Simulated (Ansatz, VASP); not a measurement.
**Al2H: VASP beside Ansatz**

```
Al H
1.0
    -4.91426   -0.00631   -0.00423
    -2.45900   -1.39766    3.15762
    -2.46510    4.18134    3.15879
Al H
4 2
Cartesian
  -2.4602 1.3907 1.4512
  -4.9223 2.7844 4.6128
  -4.9161 -0.0051 1.7028
  -7.3780 1.3848 4.8576
  0.0001 -0.0122 0.0017
  -2.4622 1.4040 3.1566
```

Change from the starting cell: CaC2 type (I4/mmm, No. 139); cell x2, atoms moved at random (sigma 0.05 Å) and cell strained at random (1.5 %), then relaxed without symmetry.

Alike in both runs: functional PBE; k mesh 8 × 8 × 8; occupations gaussian, width 0.1 eV; no spin polarisation.

Ansatz relaxed the structure, and its values are those at the end. VASP's run is a single point on that final structure, the one shown.

|  | VASP | Ansatz |
| --- | --- | --- |
| version | VASP 6.6.1 | Ansatz 0.2.0 |
| potentials or method | VASP PAW PBE potentials, release 64 (Al, H), cutoff 520 eV | scalar-relativistic, plane waves, PAW |
| valence electrons in the cell | 14 | 14 |

VASP gave:

* gap on the k mesh at the Fermi level (eV): none
* pressure (GPa): -0.1

Question: What did Ansatz give for the same quantities?

Answer: gap on the k mesh at the Fermi level (eV): none; pressure (GPa): 0.0.

A gap of «none» marks a metal or a gap that the smearing closes.
